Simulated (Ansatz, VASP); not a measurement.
**Sn4C in VASP and in Ansatz**

```
Sn C
1.0
     3.47176    0.00000    0.00000
    -1.73588    3.00663    0.00000
     0.00000    0.00000   10.93113
Sn C
4 1
Direct
  0.33333 0.66667 0.87528
  0.33333 0.66667 0.37918
  0.66667 0.33333 0.12472
  0.66667 0.33333 0.62082
  0.00000 0.00000 0.00000
```

Change from the starting cell: species swapped into the Co4H type (P-3m1, No. 164).

Alike in both runs: functional PBE; k mesh 12 × 12 × 4; occupations gaussian, width 0.1 eV; no spin polarisation.

Ansatz relaxed the structure, and its values are those at the end. VASP's run is a single point on that final structure, the one shown.

```csv
,VASP,Ansatz
version,VASP 6.6.1,Ansatz 0.2.0
potentials or method,"VASP PAW PBE potentials, release 64 (Sn_d, C), cutoff 520 eV","scalar-relativistic, plane waves, PAW"
valence electrons in the cell,60,60
```

|  | VASP | Ansatz | Ansatz less VASP |
| --- | --- | --- | --- |
| gap on the k mesh at the Fermi level (eV) | none | none | - |
| pressure (GPa) | 0.0 | 0.0 | +0.02 |
| rms of the force components (eV/Å) | 0.005 | 0.000 | -0.0050 |

A gap of «none» marks a metal or a gap that the smearing closes. The functional is the same, so the differences come from potentials, cutoffs and numerics.
